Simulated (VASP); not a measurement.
# Ta4O (P4/mmm) in VASP: a series of runs, part 2 of 2

VASP 6.6.1.

## (3) Single point, PBE (strain -0.030 along x and y, -0.015 along z)

Input file INCAR:

```
SYSTEM = Ta4O
ALGO = Normal
EDIFF = 1E-6
ENCUT = 520
GGA = PE
ISIF = 2
ISMEAR = 0
LASPH = .True.
LCHARG = .True.
LELF = .True.
LREAL = .False.
LVHAR = .True.
LWAVE = .False.
NBANDS = 33
NELM = 100
PREC = Accurate
SIGMA = 0.15
```

Input file KPOINTS:

```
k-points
0
Gamma
  14 14 8
  0 0 0
```

Input file POSCAR:

```
Ta4O
1.0
    3.1570658336      0.0000000000      0.0000000000
    0.0000000000      3.1570658336      0.0000000000
    0.0000000000      0.0000000000      7.2844558771
Ta O
4 1
Direct
    0.0000000000      0.0000000000      0.5000000000
    0.5000000000      0.5000000000      0.7829127273
    0.5000000000      0.5000000000      0.2170872727
    0.0000000000      0.0000000000      0.0000000000
    0.5000000000      0.5000000000      0.5000000000
```

Potentials or basis: VASP PAW PBE potentials, release 64 (Ta_pv, O).

Launch:

```console
cat potpaw_PBE.64/Ta_pv/POTCAR potpaw_PBE.64/O/POTCAR > POTCAR
mpirun -np 1 vasp_std > vasp.out
```

It took 5.3 min on 1 thread of Intel Xeon Platinum 8375C at 2.90GHz (Ice Lake), shared host; peak memory 0.42 GiB.

Results (log left out):

- Free energy: -54.7568 eV
- Pressure: 19.5 GPa
- Largest force: 0.036 eV/Å
- Band gap on the k mesh: zero (bands 25 and 26 overlap by 1.27 eV)

Forces on the atoms (eV/Å):
```
Ta   0.000  0.000  0.000
Ta   0.000  0.000  0.036
Ta   0.000  0.000 -0.036
Ta   0.000  0.000  0.000
O    0.000  0.000  0.000
```

Levels at points of the mesh, in eV from the Fermi level:
| k point | band 21 | band 22 | band 23 | band 24 | band 25 | band 26 | band 27 | band 28 | band 29 | band 30 |
| --- | --- | --- | --- | --- | --- | --- | --- | --- | --- | --- |
| (0.00, 0.00, 0.00) | -3.03 | -1.87 | -0.57 | -0.57 | 0.12 | 0.62 | 1.13 | 1.13 | 1.29 | 1.81 |
| (0.50, 0.00, 0.00) | -1.63 | -1.25 | -1.03 | -0.72 | 0.15 | 0.99 | 1.03 | 1.53 | 1.84 | 1.94 |
| (0.50, 0.50, 0.00) | -2.26 | -1.62 | -1.62 | -0.63 | -0.63 | 2.10 | 2.55 | 3.10 | 3.10 | 3.62 |
| (0.00, 0.00, 0.50) | -3.84 | -0.82 | -0.60 | -0.60 | 0.51 | 0.67 | 0.67 | 0.91 | 1.23 | 1.73 |
| (0.50, 0.00, 0.50) | -1.74 | -1.30 | -1.14 | -0.54 | -0.47 | 1.18 | 1.41 | 1.50 | 1.90 | 2.45 |
| (0.50, 0.50, 0.50) | -2.93 | -1.96 | -1.96 | 0.26 | 0.26 | 2.08 | 2.08 | 2.11 | 3.20 | 3.62 |

Caveat: the cell differs from its parent crystal (strain -0.030 along x and y, -0.015 along z); the cell stands under pressure; spin-orbit coupling is left out, which moves the levels of the heavy elements.

## (4) Single point, PBE (strain -0.030 along x and y, +0.000 along z)

Input file INCAR:

```
SYSTEM = Ta4O
ALGO = Normal ; EDIFF = 1E-6
ENCUT = 520 ; GGA = PE
ISIF = 2 ; ISMEAR = 0
LASPH = .True. ; LCHARG = .False.
LREAL = .False. ; LWAVE = .False.
NBANDS = 33 ; NELM = 80
PREC = Accurate ; SIGMA = 0.15
```

KPOINTS is that of step 3.

Changes to POSCAR since step 3:

```diff
@@ -4,3 +4,3 @@
     0.0000000000      3.1570658336      0.0000000000
-    0.0000000000      0.0000000000      7.2844558771
+    0.0000000000      0.0000000000      7.3953866773
 Ta O
```

Potentials or basis: VASP PAW PBE potentials, release 64 (Ta_pv, O).

Launch:

```console
cat potpaw_PBE.64/Ta_pv/POTCAR potpaw_PBE.64/O/POTCAR > POTCAR
mpirun -np 1 vasp_std > vasp.out
```

OUTCAR:

```text
SYSTEM = Ta4O
   EDIFF = 1E-6
   ENCUT = 520
   GGA = PE
   ISIF = 2
   ISMEAR = 0
   LASPH = .True.
   LREAL = .False.
   NELM = 80
   PREC = Accurate

 ion  position               nearest neighbor table
   1  0.000  0.000  0.500-   5 2.23   5 2.23   5 2.23   5 2.23   3 3.06   3 3.06   2 3.06   3 3.06
                             2 3.06   2 3.06   3 3.06   2 3.06
   2  0.500  0.500  0.783-   5 2.09   4 2.75   4 2.75   4 2.75   4 2.75   1 3.06   1 3.06   1 3.06
                             1 3.06   3 3.21
[... 1075 lines left out ...]
  -------------------------------------------------------------------------------------
  Total        7.4847325      7.4847325      5.4259262      0.0000000     -0.0000000      0.0000000
  in kB      162.6891915    162.6891915    117.9386898      0.0000000     -0.0000000      0.0000000
  external PRESSURE =     147.7723576 kB  Pullay stress =       0.0000000 kB

 VOLUME and BASIS-vectors are now :
 -----------------------------------------------------------------------------
  energy-cutoff  :      520.00
  volume of cell :       73.71
      direct lattice vectors                 reciprocal lattice vectors
     3.157065834  0.000000000  0.000000000     0.316749809  0.000000000  0.000000000
     0.000000000  3.157065834  0.000000000     0.000000000  0.316749809  0.000000000
     0.000000000  0.000000000  7.395386677     0.000000000  0.000000000  0.135219434

 POSITION                                       TOTAL-FORCE (eV/Angst)
 -----------------------------------------------------------------------------------
      0.00000      0.00000      3.69769         0.000000     -0.000000      0.000000
      1.57853      1.57853      5.78994         0.000000     -0.000000     -0.172215
      1.57853      1.57853      1.60544         0.000000      0.000000      0.172215
      0.00000      0.00000      0.00000         0.000000     -0.000000      0.000000
      1.57853      1.57853      3.69769         0.000000     -0.000000      0.000000
 -----------------------------------------------------------------------------------
    total drift:                                0.000000     -0.000000      0.000000

  FREE ENERGIE OF THE ION-ELECTRON SYSTEM (eV)
  ---------------------------------------------------
  free  energy   TOTEN  =       -54.8646303946 eV

  energy  without entropy=      -54.8360418020  energy(sigma->0) =      -54.85033610
```

stdout:

```text
POSCAR found type information on POSCAR TaO
 POSCAR found :  2 types and       5 ions
 scaLAPACK will be used
 LDA part: xc-table for (Slater+PW92), standard interpolation
 POSCAR, INCAR and KPOINTS ok, starting setup
 FFT: planning ... GRIDC
 FFT: planning ... GRID_SOFT
 FFT: planning ... GRID
 WAVECAR not read
 entering main loop
```

Wall time 5.8 min (1 thread of Intel Xeon Platinum 8375C at 2.90GHz (Ice Lake), shared host); peak memory 0.43 GiB.

Results:

```yaml
Free_energy: -54.8646 eV
Pressure: 14.8 GPa
Largest_force: 0.172 eV/Å
Band_gap_on_the_k_mesh: zero (bands 25 and 26 overlap by 1.19 eV)
```

Forces in eV/Å, atoms in the order of the input:
```
Ta   0.000  0.000  0.000
Ta   0.000  0.000 -0.172
Ta   0.000  0.000  0.172
Ta   0.000  0.000  0.000
O    0.000  0.000  0.000
```

Stress tensor (GPa, compression positive):
```
16.27  0.00  0.00
 0.00 16.27  0.00
 0.00  0.00 11.79
```

Caveat: the cell differs from its parent crystal (strain -0.030 along x and y, +0.000 along z); the cell stands under pressure; spin-orbit coupling is left out, which moves the levels of the heavy elements.

## (5) Overview

| cell | gap on the mesh (eV) | pressure (GPa) | largest force (eV/Å) |
| --- | --- | --- | --- |
| a = 3.157, b = 3.157, c = 7.174 Å, 5 atoms | none | 24.8 | 0.31 |
| a = 3.157, b = 3.157, c = 7.284 Å, 5 atoms | none | 19.5 | 0.04 |
| a = 3.157, b = 3.157, c = 7.395 Å, 5 atoms | none | 14.8 | 0.17 |

Alike in all rows: task single point; level PBE; potentials or basis VASP PAW PBE potentials, release 64 (Ta_pv, O); no spin polarisation; k mesh 14 × 14 × 8; cutoff (eV) 520; smearing gaussian 0.15 eV.

Caveats: spin-orbit coupling is left out, which moves the levels of the heavy elements; the cell stands under pressure (at least some runs); the stress differs along the axes, from 23 to 29 GPa (at least some runs).

Absolute energies hang on the potentials; compare differences alone.
